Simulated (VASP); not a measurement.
**BN: single point with PBE**

The system is BN.

```xyz
2
Lattice="0.0000 1.8197 1.8197 1.8197 0.0000 1.8197 1.8197 1.8197 0.0000" Properties=species:S:1:pos:R:3 pbc="T T T"
B     0.0000    0.0000    0.0000
N     0.9099    0.9099    0.9099
```

```yaml
Program: VASP 6.6.1
Task: single point
Functional: PBE
Potentials_or_basis: VASP PAW PBE potentials, release 64 (B, N)
Cutoff: 520 eV
k_mesh: 12 × 12 × 12
Occupations: gaussian, width 0.01 eV
Spin: no spin polarisation
Dipole_correction: no
Further_INCAR_settings: ALGO = Normal; EDIFF = 1e-06; NBANDS = 11
```

The pressure is -4.2 GPa and the band gap on the k mesh is 4.44 eV, indirect (least direct gap 8.72 eV).

Levels at points of the mesh, in eV from the valence-band top:
| k point | band 1 | band 2 | band 3 | band 4 | band 5 | band 6 | band 7 | band 8 |
| --- | --- | --- | --- | --- | --- | --- | --- | --- |
| (0.00, 0.00, 0.00) | -20.00 | 0.00 | 0.00 | 0.00 | 8.72 | 8.72 | 8.72 | 10.02 |
| (0.50, 0.00, 0.00) | -15.88 | -10.51 | -1.90 | -1.90 | 9.88 | 10.59 | 10.59 | 15.05 |
| (0.50, 0.50, 0.00) | -14.54 | -8.78 | -4.80 | -4.80 | 4.44 | 9.12 | 17.61 | 17.61 |

It took 6.4 s on 1 thread of Intel(R) Xeon(R) Platinum 8375C CPU @ 2.90GHz (Ice Lake), with other jobs on the host, peak memory 0.12 GiB.

A k mesh can miss the band edges.
